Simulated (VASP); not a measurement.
A run of VASP 6.6.1:

POSCAR

```
SnO2
1.0
    0.0000000000      2.5741500000      2.5741500000
    2.5741500000      0.0000000000      2.5741500000
    2.5741500000      2.5741500000      0.0000000000
Sn O
1 2
Direct
    0.0000000000      0.0000000000      0.0000000000
    0.7500000000      0.7500000000      0.7500000000
    0.2500000000      0.2500000000      0.2500000000
```

INCAR.step1

```
PREC = Accurate ; ENCUT = 520
ISMEAR = -1 ; SIGMA = 0.05
LREAL = False ; LASPH = True
NELM = 150 ; MAGMOM = 0 0 0 0 0 0 0 0 0
LSORBIT = True ; GGA_COMPAT = False
NBANDS = 39 ; GGA = PE
ALGO = Normal ; EDIFF = 1E-4
LWAVE = True ; LCHARG = False
```

Contents of INCAR.step2:

```
PREC = Accurate ; ENCUT = 520
EDIFF = 1E-7 ; ISMEAR = -1
SIGMA = 0.05 ; LREAL = False
LASPH = True ; NELM = 150
ALGO = Normal ; ISIF = 2
LWAVE = False ; LCHARG = True
MAGMOM = 0 0 0 0 0 0 0 0 0 ; LORBIT = 11
LSORBIT = True ; GGA_COMPAT = False
LORBMOM = True ; METAGGA = R2SCAN
LMIXTAU = True ; LVHAR = True
NBANDS = 39 ; ISTART = 1
```

Contents of KPOINTS:

```
Automatic mesh
0
Gamma
  7 7 7
```

Potentials or basis: VASP PAW PBE potentials, release 64 (Sn_d, O).

Run with:

```bash
$ cat potpaw_PBE.64/Sn_d/POTCAR potpaw_PBE.64/O/POTCAR > POTCAR
$ cp INCAR.step1 INCAR
$ mpirun -np 1 vasp_ncl > vasp.out
$ cp INCAR.step2 INCAR
$ mpirun -np 1 vasp_ncl > vasp.out
```

Hardware: 1 thread of Intel(R) Xeon(R) Platinum 8488C (Sapphire Rapids), on a shared host.

Estimate the wall time of this run.

Wall time 4 min on 1 thread of Intel(R) Xeon(R) Platinum 8488C (Sapphire Rapids), with other jobs on the host, peak memory 0.29 GiB. Counts: k points 20.
